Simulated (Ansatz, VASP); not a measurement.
Two plane-wave programs on ZnF2

File INCAR:

```
PREC = Accurate ; ENCUT = 600
EDIFF = 1E-6 ; ISMEAR = -1
SIGMA = 0.02 ; LREAL = False
LASPH = True ; NELM = 120
ALGO = Normal ; ISIF = 2
LWAVE = False ; LCHARG = True
GGA = PE ; LELF = True
LVHAR = True ; NBANDS = 35
GGA_COMPAT = False
```

Contents of KPOINTS:

```
regular mesh
0
Gamma
  6 6 8
```

Contents of POSCAR:

```
ZnF2
1.0
    4.7033622559      0.0000000000      0.0000000000
    0.0000000000      4.7033622559      0.0000000000
    0.0000000000      0.0000000000      3.1267882483
Zn F
2 4
Direct
    0.0000000000      0.0000000000      0.0000000000
    0.5000000000      0.5000000000      0.5000000000
    0.3031905506      0.3031905506      0.0000000000
    0.1968094494      0.8031905506      0.5000000000
    0.6968094494      0.6968094494      0.0000000000
    0.8031905506      0.1968094494      0.5000000000
```

Input for Ansatz:

```yaml
crystal:
  lattice:
    - [4.7033622559, 0.0, 0.0]
    - [0.0, 4.7033622559, 0.0]
    - [0.0, 0.0, 3.1267882483]
  atoms:
    - { symbol: Zn, position: [0.0, 0.0, 0.0] }
    - { symbol: Zn, position: [0.5, 0.5, 0.5] }
    - { symbol: F, position: [0.3031905506, 0.3031905506, 0.0] }
    - { symbol: F, position: [0.1968094494, 0.8031905506, 0.5] }
    - { symbol: F, position: [0.6968094494, 0.6968094494, 0.0] }
    - { symbol: F, position: [0.8031905506, 0.1968094494, 0.5] }
kpoints:
  mp_grid: { grid: [6, 6, 8] }
  band_path:
    path:
      - [[0.0, 0.0, 0.0], [-3.306923216392e-51, 0.5, 0.0], [0.5, 0.5, 0.0], [0.0, 0.0, 0.0], [0.0, 0.0, 0.5], [-3.306923216392e-51, 0.5, 0.5], [0.5, 0.5, 0.5], [0.0, 0.0, 0.5]]
      - [[-3.306923216392e-51, 0.5, 0.0], [-3.306923216392e-51, 0.5, 0.5]]
      - [[0.5, 0.5, 0.0], [0.5, 0.5, 0.5]]
    npoints: 10
hamiltonian:
  xc: pbe
scf:
  occupations: { method: fermi_dirac, width: 0.02 }
  n_extra_bands: 5
output:
  forces: true
  stress: true
  eigenvalues: true
```

Alike in both runs: task single point; functional PBE; k mesh 6 × 6 × 8; occupations fermi-dirac, width 0.02 eV; no spin polarisation.

|  | VASP | Ansatz |
| --- | --- | --- |
| version | VASP 6.6.1 | Ansatz 0.2.0 |
| potentials or method | VASP PAW PBE potentials, release 64 (Zn, F) | plane waves, PAW |
| plane-wave cutoff (eV) | 600 | 420 |
| valence electrons in the cell | 52 | 52 |

```csv
,VASP,Ansatz,Ansatz less VASP
gap on the k mesh at the Fermi level (eV),3.51,3.58,+0.077
pressure (GPa),7.0,6.4,-0.64
"traceless stress, the component that is largest in VASP (GPa)",0.78,0.59,-0.191
rms of the force components (eV/Å),0.020,0.015,-0.0050
```

Atom by atom the forces differ by 0.005 eV/Å (rms over components).
